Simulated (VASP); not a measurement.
# Sn3Se (I4/mmm) in VASP: relaxation of the atoms with PBEsol

Aim: the relaxation of the atoms of Sn3Se with PBEsol.

Program: VASP 6.6.1. These are calculated values, not measurements. Logs are shortened: lines on timing, memory, paths and dates and some standing lists are left out, and cuts for length are marked.

### 1 The cell of the first run

Symmetry: I4/mmm, No. 139, tetragonal system. The conventional cell has a = 5.491 Å, b = 5.491 Å, c = 7.466 Å, α = 90.00°, β = 90.00°, γ = 90.00°. Sn (site symmetry 4/mmm) has 8 Sn at 3.32 Å and 6 Se at 3.73 to 3.88 Å within 4.4 Å. Sn (site symmetry -4m2) has 10 Sn at 3.32 to 3.88 Å and 4 Se at 3.32 Å within 4.4 Å. Se (site symmetry 4/mmm) has 14 Sn at 3.32 to 3.88 Å within 4.4 Å.

### 2 Relaxation of the atoms, PBEsol

Contents of INCAR:

```
PREC     = Accurate       # precision mode
ENCUT    = 520            # plane-wave cutoff, eV
EDIFF    = 1E-6           # SCF threshold, eV
ISMEAR   = -1             # smearing method
SIGMA    = 0.05           # smearing width, eV
LREAL    = False          # projectors in reciprocal space
LASPH    = True           # aspherical terms in the spheres
NELM     = 60             # most SCF steps
ALGO     = Normal         # electronic algorithm
ISIF     = 2              # what is computed and relaxed
LWAVE    = False          # write WAVECAR
LCHARG   = False          # write CHGCAR
GGA      = PS             # functional
IBRION   = 2              # ionic algorithm
NSW      = 60             # ionic steps
EDIFFG   = -0.01          # ionic threshold
LUSENCCL = False
```

Contents of KPOINTS:

```
regular mesh
0
Gamma
  5 5 5
```

Contents of POSCAR:

```
Sn3Se
1.0
    0.0000000000      3.8824635200      3.7331380000
    3.8824635200      0.0000000000      3.7331380000
    3.8824635200      3.8824635200      0.0000000000
Sn Se
3 1
Direct
    0.5000000000      0.5000000000      0.5000000000
    0.7500000000      0.7500000000      0.7500000000
    0.2500000000      0.2500000000      0.2500000000
    0.0000000000      0.0000000000      0.0000000000
```

Potentials or basis: VASP PAW PBE potentials, release 64 (Sn_d, Se).

On the command line:

```console
> cat potpaw_PBE.64/Sn_d/POTCAR potpaw_PBE.64/Se/POTCAR > POTCAR
> mpirun -np 1 vasp_std > vasp.out
```

OUTCAR:

```text
PREC = Accurate
   ENCUT = 520
   EDIFF = 1E-6
   ISMEAR = -1
   LREAL = False
   LASPH = True
   NELM = 60
   ISIF = 2
   GGA = PS
   IBRION = 2
   NSW = 60
   EDIFFG = -0.01

 ion  position               nearest neighbor table
   1  0.500  0.500  0.500-   3 3.32   3 3.32   3 3.32   2 3.32   3 3.32   2 3.32   2 3.32   2 3.32

   2  0.750  0.750  0.750-   1 3.32   1 3.32   1 3.32   1 3.32   3 3.73   3 3.73
   3  0.250  0.250  0.250-   1 3.32   1 3.32   1 3.32   1 3.32   2 3.73   2 3.73
   4  0.000  0.000  0.000-

  LATTYP: Found a body centered tetragonal cell.
 ALAT       =     5.4906325654
 C/A-ratio  =     1.3598207331

  Lattice vectors:

 A1 = (   0.0000000000,  -3.8824635200,  -3.7331380000)
 A2 = (   0.0000000000,   3.8824635200,  -3.7331380000)
 A3 = (   3.8824635200,   0.0000000000,   3.7331380000)

Analysis of symmetry for initial positions (statically):
=====================================================================
 Subroutine PRICEL returns:
 Original cell was already a primitive cell.

 Routine SETGRP: Setting up the symmetry group for a
 body centered tetragonal supercell.

 Subroutine GETGRP returns: Found 16 space group operations
 (whereof 16 operations were pure point group operations)
 out of a pool of 16 trial point group operations.

The static configuration has the point symmetry D_4h.

Analysis of symmetry for dynamics (positions and initial velocities):
=====================================================================
 Subroutine PRICEL returns:
 Original cell was already a primitive cell.

 Routine SETGRP: Setting up the symmetry group for a
 body centered tetragonal supercell.

 Subroutine GETGRP returns: Found 16 space group operations
 (whereof 16 operations were pure point group operations)
 out of a pool of 16 trial point group operations.

The dynamic configuration has the point symmetry D_4h.

 Subroutine INISYM returns: Found 16 space group operations
 (whereof 16 operations are pure point group operations),
 and found     1 'primitive' translations

----------------------------------------------------------------------------------------

                                     Primitive cell

  volume of cell :     112.5431

  direct lattice vectors                    reciprocal lattice vectors
     0.000000000  3.882463520  3.733138000    -0.128784211  0.128784211  0.133935579
     3.882463520  0.000000000  3.733138000     0.128784211 -0.128784211  0.133935579
     3.882463520  3.882463520  0.000000000     0.128784211  0.128784211 -0.133935579

  length of vectors
     5.386078565  5.386078565  5.490632565     0.226074070  0.226074070  0.226074070

  position of ions in fractional coordinates (direct lattice)
     0.500000000  0.500000000  0.500000000
     0.750000000  0.750000000  0.750000000
     0.250000000  0.250000000  0.250000000
     0.000000000  0.000000000  0.000000000

  ion indices of the primitive-cell ions
   primitive index   ion index
                 1           1
                 2           2
                 3           3
                 4           4

----------------------------------------------------------------------------------------

 KPOINTS: regular mesh

Automatic generation of k-mesh.
 Grid dimensions read from file:
 generate k-points for:    5    5    5

 Generating k-lattice:

  Cartesian coordinates                     Fractional coordinates (reciprocal lattice)
    -0.025756842  0.025756842  0.026787116     0.200000000  0.000000000  0.000000000
     0.025756842 -0.025756842  0.026787116     0.000000000  0.200000000  0.000000000
     0.025756842  0.025756842 -0.026787116     0.000000000  0.000000000  0.200000000

  Length of vectors
     0.045214814  0.045214814  0.045214814

  Shift w.r.t. Gamma in fractional coordinates (k-lattice)
     0.000000000  0.000000000  0.000000000

 Subroutine IBZKPT returns following result:
 ===========================================

 Found     18 irreducible k-points:

 Following reciprocal coordinates:
            Coordinates               Weight
  0.000000  0.000000  0.000000      1.000000
  0.200000  0.000000  0.000000      8.000000
  0.400000  0.000000  0.000000      8.000000
  0.200000  0.200000  0.000000      2.000000
  0.400000  0.200000  0.000000      8.000000
 -0.400000  0.200000  0.000000      8.000000
[... 10 lines left out ...]
 -0.400000  0.000000  0.400000      8.000000
 -0.400000  0.200000  0.400000      8.000000
   k-points           NKPTS =     18   k-points in BZ     NKDIM =     18   number of bands    NBANDS=     28
   number of dos      NEDOS =    301   number of ions     NIONS =      4
   total plane-waves  NPLWV =  67200
   dimension x,y,z NGX =    40 NGY =   40 NGZ =   42
   dimension x,y,z NGXF=    80 NGYF=   80 NGZF=   84
   ions per type =               3   1
   NGX,Y,Z   is equivalent  to a cutoff of  12.35, 12.35, 12.72 a.u.
   NGXF,Y,Z  is equivalent  to a cutoff of  24.69, 24.69, 25.43 a.u.
 SYSTEM =  unknown system
   PREC   = accura    normal or accurate (medium, high low for compatibility)
   ISTART =      0    job   : 0-new  1-cont  2-samecut
   ICHARG =      2    charge: 1-file 2-atom 10-const
   ISPIN  =      1    spin polarized calculation?
   LNONCOLLINEAR =      F non collinear calculations
   LSORBIT =      F    spin-orbit coupling
   LASPH  =      T    aspherical Exc in radial PAW
   ENCUT  =  520.0 eV  38.22 Ry    6.18 a.u.  10.01 10.01 10.21*2*pi/ulx,y,z
   NELM   =     60;   NELMIN=  2; NELMDL= -5     # of ELM steps
   EDIFF  = 0.1E-05   stopping-criterion for ELM
   LREAL  =      F    real-space projection
   EDIFFG = -.1E-01   stopping-criterion for IOM
   NSW    =     60    number of steps for IOM
   IBRION =      2    ionic relax: 0-MD 1-quasi-New 2-CG
   NFREE  =      1    steps in history (QN), initial steepest desc. (CG)
   ISIF   =      2    stress and relaxation
   ISYM   =      2    0-nonsym 1-usesym 2-fastsym
   POTIM  = 0.5000    time-step for ionic-motion
   TEBEG  =    0.0;   TEEND  =   0.0 temperature during run
   PSTRESS=    0.0 pullay stress
   NELECT =      48.0000    total number of electrons
   NUPDOWN=      -1.0000    fix difference up-down
   EMIN   =  10.00;   EMAX   =-10.00  energy-range for DOS
   EFERMI =   0.00;   METHOD = LEGACY
   ISMEAR =    -1;   SIGMA  =   0.05  broadening in eV -4-tet -1-fermi 0-gaus
   EFERMI_NEDOS =   21; number of points for ismear=-14 and -15
   IALGO  =     38    algorithm
   IMIX   =      4    mixing-type and parameters
     AMIX     =   0.40;   BMIX     =  1.00
     AMIX_MAG =   1.60;   BMIX_MAG =  1.00
  volume/ion in A,a.u.               =      28.14       189.87
  Fermi-wavevector in a.u.,A,eV,Ry     =   1.232298  2.328705 20.661231  1.518558
  Thomas-Fermi vector in A             =   2.367073
   LORBIT       =      0    0 simple, 1 ext, 2 COOP (PROOUT), +10 PAW based schemes
   GGA     = PS    functional components
   LHFCALC =     F    Hartree Fock is set to
   AEXX    =    0.0000 exact exchange contribution
   IVDW    =     0    specifies the selected vdW correction
   LEPSILON=     F    determine dielectric tensor
   LRPA    =     F    only Hartree local field effects (RPA)
 conjugate gradient relaxation of ions
 non-spin polarized calculation
  energy-cutoff  :      520.00
  volume of cell :      112.54
 maximum number of plane-waves:      3047
   NGX = 21   NGY = 21   NGZ = 21

 number of electron      47.9999992 magnetization

 Free energy of the ion-electron system (eV)
  ---------------------------------------------------
  ext. energy  EPLUGINS =         0.00000000
  ---------------------------------------------------
  free energy    TOTEN  =       -16.38304260 eV

  energy without entropy =      -16.35679492  energy(sigma->0) =      -16.36991876

 E-fermi :   6.1982     XC(G=0): -10.0749

 val. band max:        6.1323359115   @ k =   0.2000   0.0000   0.0000
 cond. band min:       6.2041680987   @ k =  -0.4000   0.4000   0.0000
 fundamental gap:      0.0718321872
 Fermi energy:         6.1981754969

 k-point     1 :       0.0000    0.0000    0.0000
  band No.  band energies     occupation
      1     -15.2595      2.00000
      2     -15.2535      2.00000
      3     -15.2309      2.00000
      4     -15.2309      2.00000
      5     -15.2301      2.00000
      6     -15.2276      2.00000
[... 20 lines left out ...]
     27       5.5783      1.99999
     28       6.0580      1.88572

 k-point     2 :       0.2000    0.0000    0.0000
  band No.  band energies     occupation
      1     -15.2507      2.00000
      2     -15.2461      2.00000
      3     -15.2396      2.00000
      4     -15.2366      2.00000
      5     -15.2344      2.00000
      6     -15.2214      2.00000
[... 20 lines left out ...]
     27       6.2837      0.30602
     28       7.8885      0.00000

 k-point     3 :       0.4000    0.0000    0.0000
  band No.  band energies     occupation
      1     -15.2432      2.00000
      2     -15.2391      2.00000
      3     -15.2347      2.00000
      4     -15.2289      2.00000
      5     -15.2283      2.00000
      6     -15.2182      2.00000
[... 20 lines left out ...]
     27       7.7877      0.00000
     28       9.2622      0.00000

 k-point     4 :       0.2000    0.2000    0.0000
  band No.  band energies     occupation
      1     -15.2496      2.00000
      2     -15.2399      2.00000
      3     -15.2391      2.00000
      4     -15.2391      2.00000
      5     -15.2322      2.00000
      6     -15.2213      2.00000
[... 392 lines left out ...]
     27       8.8509      0.00000
     28       9.0861      0.00000

 k-point    17 :      -0.4000    0.0000    0.4000
  band No.  band energies     occupation
      1     -15.2479      2.00000
      2     -15.2409      2.00000
      3     -15.2390      2.00000
      4     -15.2365      2.00000
      5     -15.2323      2.00000
      6     -15.2216      2.00000
[... 20 lines left out ...]
     27       8.5075      0.00000
     28       9.5679      0.00000

 k-point    18 :      -0.4000    0.2000    0.4000
  band No.  band energies     occupation
      1     -15.2449      2.00000
      2     -15.2410      2.00000
      3     -15.2338      2.00000
      4     -15.2335      2.00000
      5     -15.2291      2.00000
      6     -15.2212      2.00000
[... 20 lines left out ...]
     27       8.3944      0.00000
     28       9.1183      0.00000

------------------------ aborting loop because EDIFF is reached ----------------------------------------

  FORCE on cell =-STRESS in cart. coord.  units (eV):
  Direction    XX          YY          ZZ          XY          YZ          ZX
  --------------------------------------------------------------------------------------
  -------------------------------------------------------------------------------------
  Total       -3.8796637     -3.8796637     -4.7850574      0.0000000      0.0000000      0.0000000
  in kB      -55.2313751    -55.2313751    -68.1206729      0.0000000      0.0000000      0.0000000
  external PRESSURE =     -59.5278077 kB  Pullay stress =       0.0000000 kB

 VOLUME and BASIS-vectors are now :
 -----------------------------------------------------------------------------
  energy-cutoff  :      520.00
  volume of cell :      112.54
      direct lattice vectors                 reciprocal lattice vectors
     0.000000000  3.882463520  3.733138000    -0.128784211  0.128784211  0.133935579
     3.882463520  0.000000000  3.733138000     0.128784211 -0.128784211  0.133935579
     3.882463520  3.882463520  0.000000000     0.128784211  0.128784211 -0.133935579

 POSITION                                       TOTAL-FORCE (eV/Angst)
 -----------------------------------------------------------------------------------
      3.88246      3.88246      3.73314         0.000000     -0.000000     -0.000000
      5.82370      5.82370      5.59971        -0.000000      0.000000     -0.000000
      1.94123      1.94123      1.86657         0.000000      0.000000      0.000000
      0.00000      0.00000      0.00000         0.000000     -0.000000     -0.000000
 -----------------------------------------------------------------------------------
    total drift:                               -0.000000      0.000000      0.000000

  FREE ENERGIE OF THE ION-ELECTRON SYSTEM (eV)
  ---------------------------------------------------
  free  energy   TOTEN  =       -16.3830426021 eV

  energy  without entropy=      -16.3567949197  energy(sigma->0) =      -16.36991876

 reached required accuracy - stopping structural energy minimisation
```

Wall time 40 s (1 × NVIDIA H100 80GB with 1 thread of AMD EPYC 7R13 (Zen 3), shared host); peak memory 1.3 GiB.

Results:

| Quantity | Value |
| --- | --- |
| Free energy | -16.3830 eV |
| Pressure after relaxing | -6.0 GPa |

Final structure:
```cif
data_structure
_symmetry_space_group_name_H-M 'P 1'
_symmetry_Int_Tables_number 1
_cell_length_a 5.3861
_cell_length_b 5.3861
_cell_length_c 5.4906
_cell_angle_alpha 59.356
_cell_angle_beta 59.356
_cell_angle_gamma 61.288
_cell_volume 112.54
loop_
_atom_site_label
_atom_site_type_symbol
_atom_site_fract_x
_atom_site_fract_y
_atom_site_fract_z
_atom_site_occupancy
Sn1 Sn 0.50000 0.50000 0.50000 1
Sn2 Sn 0.75000 0.75000 0.75000 1
Sn3 Sn 0.25000 0.25000 0.25000 1
Se1 Se 0.00000 0.00000 0.00000 1
```

Caveat: the highest band is partly filled, so the run has too few bands; the PAW data sets were made with another functional, which shifts forces and pressure a little; spin-orbit coupling is left out, which moves the levels of the heavy elements.
